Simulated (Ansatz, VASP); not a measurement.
**GaSb3: VASP beside Ansatz**

File INCAR:

```
SYSTEM = GaSb3
ALGO = Normal ; EDIFF = 1E-6
ENCUT = 520 ; GGA = PE
ISIF = 2 ; ISMEAR = 0
LASPH = .TRUE. ; LCHARG = .TRUE.
LELF = .TRUE. ; LREAL = .FALSE.
LVHAR = .TRUE. ; LWAVE = .FALSE.
NBANDS = 22 ; NELM = 100
PREC = Accurate ; SIGMA = 0.1
```

KPOINTS

```
k-points
0
G
  8 8 8
  0 0 0
```

POSCAR

```
GaSb3
1.0
   -3.1170461685      3.1170461685      3.1170461685
    3.1170461685     -3.1170461685      3.1170461685
    3.1170461685      3.1170461685     -3.1170461685
Ga Sb
1 3
Direct
    0.0000000000      0.0000000000      0.0000000000
    0.0000000000      0.5000000000      0.5000000000
    0.5000000000      0.0000000000      0.5000000000
    0.5000000000      0.5000000000      0.0000000000
```

Input for Ansatz:

```yaml
crystal:
  lattice:
    - [-3.1170461685, 3.1170461685, 3.1170461685]
    - [3.1170461685, -3.1170461685, 3.1170461685]
    - [3.1170461685, 3.1170461685, -3.1170461685]
  atoms:
    - { symbol: Ga, position: [0.0, 0.0, 0.0] }
    - { symbol: Sb, position: [0.0, 0.5, 0.5] }
    - { symbol: Sb, position: [0.5, 0.0, 0.5] }
    - { symbol: Sb, position: [0.5, 0.5, 0.0] }
basis:
  ecutwfc: 420
kpoints:
  mp_grid: { grid: [8, 8, 8] }
hamiltonian:
  xc: pbe
scf:
  occupations: { method: gaussian, width: 0.1 }
output:
  forces: true
  stress: true
  eigenvalues: true
  write_density: true
  write_potential: true
  elf: true
  volumetric_format: npy
```

Alike in both runs: task single point; functional PBE; k mesh 8 × 8 × 8; occupations gaussian, width 0.1 eV; no spin polarisation.

```csv
,VASP,Ansatz
version,VASP 6.6.1,Ansatz 0.2.0
potentials or method,"VASP PAW PBE potentials, release 64 (Ga_d, Sb), cutoff 520 eV","scalar-relativistic, plane waves, PAW"
valence electrons in the cell,28,58
```

```csv
,VASP,Ansatz,Ansatz less VASP
gap on the k mesh at the Fermi level (eV),none,none,-
pressure (GPa),-4.0,-4.0,+0.02
```

A gap of «none» marks a metal or a gap that the smearing closes. With one functional, cell and mesh, what is left measures potentials, basis and numerics. VASP's potentials hold 28 valence electrons a cell and Ansatz's 58, so a difference there can come from the potentials and not from the codes.

Spin-orbit coupling is off throughout.
